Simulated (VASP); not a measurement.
# SiC (F-43m) in VASP: notebook

Runs on SiC. Level: PBE. Tasks: single point.

Everything below comes from runs of VASP 6.6.1. Logs are shortened: lines on timing, memory, paths and dates and some standing lists are left out, and cuts for length are marked.

### Step 1. The cell of the first run

It takes space group F-43m (No. 216, cubic). Conventional cell: a = 4.356 Å, b = 4.356 Å, c = 4.356 Å, α = 90.00°, β = 90.00°, γ = 90.00°. Si (site symmetry -43m) has 4 C at 1.89 Å within 2.5 Å. C (site symmetry -43m) has 4 Si at 1.89 Å within 2.5 Å.

### Step 2. Single point, PBE

Input file INCAR:

```
SYSTEM = SiC
  PREC = Accurate
  ENCUT = 520
  EDIFF = 1E-7
  ISMEAR = 0
  SIGMA = 0.01
  LREAL = .False.
  LASPH = .True.
  NELM = 60
  ALGO = Normal
  ISIF = 2
  LWAVE = .False.
  LCHARG = .True.
  GGA = PE
  LELF = .True.
  LVHAR = .True.
  NBANDS = 11
```

Input file KPOINTS:

```
Automatic mesh
0
Gamma
  8 8 8
  0 0 0
```

Input file POSCAR:

```
SiC
1.0
    0.0000000000      2.1780497436      2.1780497436
    2.1780497436      0.0000000000      2.1780497436
    2.1780497436      2.1780497436      0.0000000000
Si C
1 1
Direct
    0.2500000000      0.2500000000      0.2500000000
    0.0000000000      0.0000000000      0.0000000000
```

Potentials or basis: VASP PAW PBE potentials, release 64 (Si, C).

On the command line:

```bash
cat potpaw_PBE.64/Si/POTCAR potpaw_PBE.64/C/POTCAR > POTCAR
mpirun -np 1 vasp_std > vasp.out
```

OUTCAR:

```text
SYSTEM = SiC
   PREC = Accurate
   ENCUT = 520
   EDIFF = 1E-7
   ISMEAR = 0
   LREAL = .False.
   LASPH = .True.
   NELM = 60
   ISIF = 2
   GGA = PE

 ion  position               nearest neighbor table
   1  0.250  0.250  0.250-   2 1.89   2 1.89   2 1.89   2 1.89
   2  0.000  0.000  0.000-   1 1.89   1 1.89   1 1.89   1 1.89

  LATTYP: Found a face centered cubic cell.
 ALAT       =     4.3560994872

  Lattice vectors:

 A1 = (   0.0000000000,   2.1780497436,   2.1780497436)
 A2 = (   2.1780497436,   0.0000000000,   2.1780497436)
 A3 = (   2.1780497436,   2.1780497436,   0.0000000000)

Analysis of symmetry for initial positions (statically):
=====================================================================
 Subroutine PRICEL returns:
 Original cell was already a primitive cell.

 Routine SETGRP: Setting up the symmetry group for a
 face centered cubic supercell.

 Subroutine GETGRP returns: Found 24 space group operations
 (whereof 24 operations were pure point group operations)
 out of a pool of 48 trial point group operations.

The static configuration has the point symmetry T_d .

Analysis of symmetry for dynamics (positions and initial velocities):
=====================================================================
 Subroutine PRICEL returns:
 Original cell was already a primitive cell.

 Routine SETGRP: Setting up the symmetry group for a
 face centered cubic supercell.

 Subroutine GETGRP returns: Found 24 space group operations
 (whereof 24 operations were pure point group operations)
 out of a pool of 48 trial point group operations.

The dynamic configuration has the point symmetry T_d .

 Subroutine INISYM returns: Found 24 space group operations
 (whereof 24 operations are pure point group operations),
 and found     1 'primitive' translations

----------------------------------------------------------------------------------------

                                     Primitive cell

  volume of cell :      20.6649

  direct lattice vectors                    reciprocal lattice vectors
     0.000000000  2.178049744  2.178049744    -0.229563168  0.229563168  0.229563168
     2.178049744  0.000000000  2.178049744     0.229563168 -0.229563168  0.229563168
     2.178049744  2.178049744  0.000000000     0.229563168  0.229563168 -0.229563168

  length of vectors
     3.080227487  3.080227487  3.080227487     0.397615071  0.397615071  0.397615071

  position of ions in fractional coordinates (direct lattice)
     0.250000000  0.250000000  0.250000000
     0.000000000  0.000000000  0.000000000

  ion indices of the primitive-cell ions
   primitive index   ion index
                 1           1
                 2           2

----------------------------------------------------------------------------------------

 KPOINTS: Automatic mesh

Automatic generation of k-mesh.
 Grid dimensions read from file:
 generate k-points for:    8    8    8

 Generating k-lattice:

  Cartesian coordinates                     Fractional coordinates (reciprocal lattice)
    -0.028695396  0.028695396  0.028695396     0.125000000  0.000000000  0.000000000
     0.028695396 -0.028695396  0.028695396     0.000000000  0.125000000  0.000000000
     0.028695396  0.028695396 -0.028695396     0.000000000  0.000000000  0.125000000

  Length of vectors
     0.049701884  0.049701884  0.049701884

  Shift w.r.t. Gamma in fractional coordinates (k-lattice)
     0.000000000  0.000000000  0.000000000

 Subroutine IBZKPT returns following result:
 ===========================================

 Found     29 irreducible k-points:

 Following reciprocal coordinates:
            Coordinates               Weight
  0.000000  0.000000  0.000000      1.000000
  0.125000  0.000000  0.000000      8.000000
  0.250000  0.000000  0.000000      8.000000
  0.375000  0.000000  0.000000      8.000000
  0.500000  0.000000  0.000000      4.000000
  0.125000  0.125000  0.000000      6.000000
[... 16 lines left out ...]
  0.500000  0.250000  0.125000     48.000000
 -0.375000  0.250000  0.125000     24.000000
 [... further k-points ...]
   k-points           NKPTS =     29   k-points in BZ     NKDIM =     29   number of bands    NBANDS=     11
   number of dos      NEDOS =    301   number of ions     NIONS =      2
   total plane-waves  NPLWV =  13824
   dimension x,y,z NGX =    24 NGY =   24 NGZ =   24
   dimension x,y,z NGXF=    48 NGYF=   48 NGZF=   48
   ions per type =               1   1
   NGX,Y,Z   is equivalent  to a cutoff of  12.95, 12.95, 12.95 a.u.
   NGXF,Y,Z  is equivalent  to a cutoff of  25.91, 25.91, 25.91 a.u.
 SYSTEM =  SiC
   PREC   = accura    normal or accurate (medium, high low for compatibility)
   ISTART =      0    job   : 0-new  1-cont  2-samecut
   ICHARG =      2    charge: 1-file 2-atom 10-const
   ISPIN  =      1    spin polarized calculation?
   LNONCOLLINEAR =      F non collinear calculations
   LSORBIT =      F    spin-orbit coupling
   LASPH  =      T    aspherical Exc in radial PAW
   ENCUT  =  520.0 eV  38.22 Ry    6.18 a.u.   5.73  5.73  5.73*2*pi/ulx,y,z
   NELM   =     60;   NELMIN=  2; NELMDL= -5     # of ELM steps
   EDIFF  = 0.1E-06   stopping-criterion for ELM
   LREAL  =      F    real-space projection
   EDIFFG = 0.1E-05   stopping-criterion for IOM
   NSW    =      0    number of steps for IOM
   IBRION =     -1    ionic relax: 0-MD 1-quasi-New 2-CG
   NFREE  =      0    steps in history (QN), initial steepest desc. (CG)
   ISIF   =      2    stress and relaxation
   ISYM   =      2    0-nonsym 1-usesym 2-fastsym
   POTIM  = 0.5000    time-step for ionic-motion
   TEBEG  =    0.0;   TEEND  =   0.0 temperature during run
   PSTRESS=    0.0 pullay stress
   NELECT =       8.0000    total number of electrons
   NUPDOWN=      -1.0000    fix difference up-down
   EMIN   =  10.00;   EMAX   =-10.00  energy-range for DOS
   EFERMI =   0.00;   METHOD = LEGACY
   ISMEAR =     0;   SIGMA  =   0.01  broadening in eV -4-tet -1-fermi 0-gaus
   EFERMI_NEDOS =   21; number of points for ismear=-14 and -15
   IALGO  =     38    algorithm
   IMIX   =      4    mixing-type and parameters
     AMIX     =   0.40;   BMIX     =  1.00
     AMIX_MAG =   1.60;   BMIX_MAG =  1.00
  volume/ion in A,a.u.               =      10.33        69.73
  Fermi-wavevector in a.u.,A,eV,Ry     =   1.193146  2.254720 19.369228  1.423598
  Thomas-Fermi vector in A             =   2.329168
   LORBIT       =      0    0 simple, 1 ext, 2 COOP (PROOUT), +10 PAW based schemes
   GGA     = PE    functional components
   LHFCALC =     F    Hartree Fock is set to
   AEXX    =    0.0000 exact exchange contribution
   IVDW    =     0    specifies the selected vdW correction
   LEPSILON=     F    determine dielectric tensor
   LRPA    =     F    only Hartree local field effects (RPA)
 non-spin polarized calculation
 Gauss-broadening in eV      SIGMA  =   0.01
  energy-cutoff  :      520.00
  volume of cell :       20.66
 maximum number of plane-waves:       568
   NGX = 11   NGY = 11   NGZ = 11

 number of electron       8.0000001 magnetization

 Free energy of the ion-electron system (eV)
  ---------------------------------------------------
  ext. energy  EPLUGINS =         0.00000000
  ---------------------------------------------------
  free energy    TOTEN  =       -15.05608921 eV

  energy without entropy =      -15.05608921  energy(sigma->0) =      -15.05608921

 E-fermi :   8.1703     XC(G=0): -11.3616

 val. band max:        8.1226242455   @ k =   0.0000   0.0000   0.0000
 cond. band min:       9.4776024843   @ k =   0.5000   0.5000   0.0000
 fundamental gap:      1.3549782388
 Fermi energy:         8.1703237380

 k-point     1 :       0.0000    0.0000    0.0000
  band No.  band energies     occupation
      1      -7.2913      2.00000
      2       8.1226      2.00000
      3       8.1226      2.00000
      4       8.1226      2.00000
      5      14.3718      0.00000
      6      15.4383      0.00000
      7      15.4383      0.00000
      8      15.4383      0.00000
      9      22.6360      0.00000
     10      22.6360      0.00000
     11      24.6231      0.00000

 k-point     2 :       0.1250    0.0000    0.0000
  band No.  band energies     occupation
      1      -6.9864      2.00000
      2       6.6386      2.00000
      3       7.9217      2.00000
      4       7.9217      2.00000
      5      14.6077      0.00000
      6      15.7901      0.00000
      7      15.7901      0.00000
      8      15.9674      0.00000
      9      21.4158      0.00000
     10      21.4158      0.00000
     11      24.1924      0.00000

 k-point     3 :       0.2500    0.0000    0.0000
  band No.  band energies     occupation
      1      -6.0945      2.00000
      2       3.8288      2.00000
      3       7.5167      2.00000
      4       7.5167      2.00000
      5      14.1236      0.00000
      6      16.0387      0.00000
      7      16.0387      0.00000
      8      17.4870      0.00000
      9      21.2471      0.00000
     10      21.2471      0.00000
     11      23.2751      0.00000

 k-point     4 :       0.3750    0.0000    0.0000
  band No.  band energies     occupation
      1      -4.7385      2.00000
      2       1.0882      2.00000
      3       7.1895      2.00000
      4       7.1895      2.00000
      5      13.7102      0.00000
      6      15.6088      0.00000
      7      15.6088      0.00000
      8      18.1530      0.00000
      9      23.2415      0.00000
     10      23.2415      0.00000
     11      23.6729      0.00000

 k-point     5 :       0.5000    0.0000    0.0000
  band No.  band energies     occupation
      1      -3.7201      2.00000
      2      -0.4193      2.00000
      3       7.0705      2.00000
      4       7.0705      2.00000
      5      13.5681      0.00000
      6      15.3543      0.00000
      7      15.3543      0.00000
      8      18.1840      0.00000
      9      24.3370      0.00000
     10      25.3690      0.00000
     11      25.3690      0.00000
[... 211 lines left out ...]
 k-point    21 :       0.5000    0.5000    0.0000
  band No.  band energies     occupation
      1      -2.2674      2.00000
      2       0.3234      2.00000
      3       4.9349      2.00000
      4       4.9349      2.00000
      5       9.4776      0.00000
      6      12.4486      0.00000
      7      22.1726      0.00000
      8      22.1726      0.00000
      9      22.9273      0.00000
     10      28.2516      0.00000
     11      30.3122      0.00000

 k-point    22 :       0.3750    0.2500    0.1250
  band No.  band energies     occupation
      1      -5.3194      2.00000
      2       3.6372      2.00000
      3       5.2634      2.00000
      4       6.8489      2.00000
      5      13.4929      0.00000
      6      15.7597      0.00000
      7      16.6008      0.00000
      8      18.2033      0.00000
      9      20.3746      0.00000
     10      24.1344      0.00000
     11      27.5591      0.00000

 k-point    23 :       0.5000    0.2500    0.1250
  band No.  band energies     occupation
      1      -4.0169      2.00000
      2       1.6069      2.00000
      3       4.5245      2.00000
      4       6.1998      2.00000
      5      13.4307      0.00000
      6      15.7252      0.00000
      7      17.3322      0.00000
      8      18.5839      0.00000
      9      21.5200      0.00000
     10      24.6325      0.00000
     11      27.4720      0.00000

 k-point    24 :      -0.3750    0.2500    0.1250
  band No.  band energies     occupation
      1      -3.0709      2.00000
      2       0.2902      2.00000
      3       4.4129      2.00000
      4       5.8630      2.00000
      5      13.3731      0.00000
      6      15.4073      0.00000
      7      18.2824      0.00000
      8      19.1345      0.00000
      9      21.5584      0.00000
     10      24.3571      0.00000
     11      27.4656      0.00000

 [... further k-points ...]
[... 5 lines left out ...]
  --------------------------------------------------------------------------------------
  -------------------------------------------------------------------------------------
  Total        0.4530404      0.4530404      0.4530404      0.0000000      0.0000000      0.0000000
  in kB       35.1248187     35.1248187     35.1248187      0.0000000      0.0000000      0.0000000
  external PRESSURE =      35.1248187 kB  Pullay stress =       0.0000000 kB

 VOLUME and BASIS-vectors are now :
 -----------------------------------------------------------------------------
  energy-cutoff  :      520.00
  volume of cell :       20.66
      direct lattice vectors                 reciprocal lattice vectors
     0.000000000  2.178049744  2.178049744    -0.229563168  0.229563168  0.229563168
     2.178049744  0.000000000  2.178049744     0.229563168 -0.229563168  0.229563168
     2.178049744  2.178049744  0.000000000     0.229563168  0.229563168 -0.229563168

 POSITION                                       TOTAL-FORCE (eV/Angst)
 -----------------------------------------------------------------------------------
      1.08902      1.08902      1.08902         0.000000      0.000000      0.000000
      0.00000      0.00000      0.00000        -0.000000     -0.000000     -0.000000
 -----------------------------------------------------------------------------------
    total drift:                               -0.000000     -0.000000     -0.000000

  FREE ENERGIE OF THE ION-ELECTRON SYSTEM (eV)
  ---------------------------------------------------
  free  energy   TOTEN  =       -15.0560892131 eV

  energy  without entropy=      -15.0560892131  energy(sigma->0) =      -15.05608921
```

Wall time 4.4 s (1 thread of AMD EPYC 9R45 (Zen 5), shared host); peak memory 0.1 GiB.

Results:

```yaml
Free_energy: -15.0561 eV
Pressure: 3.5 GPa
Band_gap_on_the_k_mesh: 1.35 eV, indirect (least direct gap 4.54 eV)
```

A k mesh can miss the band edges. As with any semilocal functional, this PBE gap is likely too small.

### Step 3. Single point, PBE

Input file INCAR:

```
PREC = Accurate
ENCUT = 520
EDIFF = 1E-6
ISMEAR = 0
SIGMA = 0.01
LREAL = False
LASPH = True
NELM = 60
ALGO = Normal
ISIF = 2
LWAVE = False
LCHARG = False
GGA = PE
NBANDS = 11
```

Input file KPOINTS:

```
Automatic mesh
0
Gamma
  8 8 8
```

POSCAR is that of step 2.

Potentials or basis: VASP PAW PBE potentials, release 64 (Si, C).

On the command line:

```bash
cat potpaw_PBE.64/Si/POTCAR potpaw_PBE.64/C/POTCAR > POTCAR
mpirun -np 1 vasp_std > vasp.out
```

Run time: 3.9 s. Hardware: 1 thread of AMD EPYC 9R45 (Zen 5), shared host; peak memory 0.1 GiB.

It converged, with:

| Property | Result |
| --- | --- |
| Free energy | -15.0561 eV |
| Pressure | 3.5 GPa |
| Band gap on the k mesh | 1.35 eV, indirect (least direct gap 4.54 eV) |

Levels at points of the mesh, in eV from the valence-band top:
```
           k point  band 1  band 2  band 3  band 4  band 5  band 6  band 7  band 8  band 9
(0.00, 0.00, 0.00)  -15.41    0.00    0.00    0.00    6.25    7.32    7.32    7.32   14.51
(0.50, 0.00, 0.00)  -11.84   -8.54   -1.05   -1.05    5.45    7.23    7.23   10.06   16.21
(0.50, 0.50, 0.00)  -10.39   -7.80   -3.19   -3.19    1.35    4.33   14.05   14.05   14.80
```
